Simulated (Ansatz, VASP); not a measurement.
**Two plane-wave programs on GaAs**

File POSCAR:

```
GaAs
1.0
    0.0000000000      2.8215585513      2.8215585513
    2.8215585513      0.0000000000      2.8215585513
    2.8215585513      2.8215585513      0.0000000000
Ga As
1 1
Direct
    0.0000000000      0.0000000000      0.0000000000
    0.7500000000      0.7500000000      0.7500000000
```

File INCAR.step1:

```
SYSTEM = GaAs
ALGO = Normal
EDIFF = 1E-4
ENCUT = 520
GGA = PE
ISMEAR = 0
LASPH = .True.
LCHARG = .False.
LREAL = .False.
LWAVE = .True.
NBANDS = 16
NELM = 80
PREC = Accurate
SIGMA = 0.05
```

INCAR.step2

```
SYSTEM = GaAs
ALGO = Normal
EDIFF = 1E-6
ENCUT = 520
ISIF = 2
ISMEAR = 0
ISTART = 1
IVDW = 13
LASPH = .True.
LCHARG = .False.
LMIXTAU = .True.
LREAL = .False.
LWAVE = .False.
METAGGA = R2SCAN
NBANDS = 16
NELM = 80
PREC = Accurate
SIGMA = 0.05
VDW_A1 = 0.51559235
VDW_A2 = 5.77342911
VDW_S6 = 1.0
VDW_S8 = 0.6018749
```

KPOINTS

```
k-points
0
Gamma
  8 8 8
  0 0 0
```

Input for Ansatz:

```yaml
crystal:
  lattice:
    - [0.0, 2.8215585513, 2.8215585513]
    - [2.8215585513, 0.0, 2.8215585513]
    - [2.8215585513, 2.8215585513, 0.0]
  atoms:
    - { symbol: Ga, position: [0.0, 0.0, 0.0] }
    - { symbol: As, position: [0.75, 0.75, 0.75] }
basis:
  ecutwfc: 500
  ecutrho_ratio: 4
kpoints:
  mp_grid: { grid: [8, 8, 8] }
hamiltonian:
  xc: r2scan
  dispersion: d4
scf:
  occupations: { method: gaussian, width: 0.05 }
output:
  forces: true
  stress: true
  eigenvalues: true
```

Alike in both runs: task single point; functional r2SCAN; dispersion D4; k mesh 8 × 8 × 8; occupations gaussian, width 0.05 eV; no spin polarisation.

|  | VASP | Ansatz |
| --- | --- | --- |
| version | VASP 6.6.1 | Ansatz 0.2.0 |
| potentials or method | VASP PAW PBE potentials, release 64 (Ga_d, As), cutoff 520 eV | scalar-relativistic, plane waves, PAW |
| valence electrons in the cell | 18 | 28 |

```tsv
	VASP	Ansatz	Ansatz less VASP
gap on the k mesh at the Fermi level (eV)	1.04	1.06	+0.019
least direct gap on the mesh (eV)	1.04	1.06	+0.019
pressure (GPa)	0.1	0.0	-0.14
```

VASP's potentials were made for PBE, not for r2SCAN. VASP's potentials hold 18 valence electrons a cell and Ansatz's 28, so a difference there can come from the potentials and not from the codes.
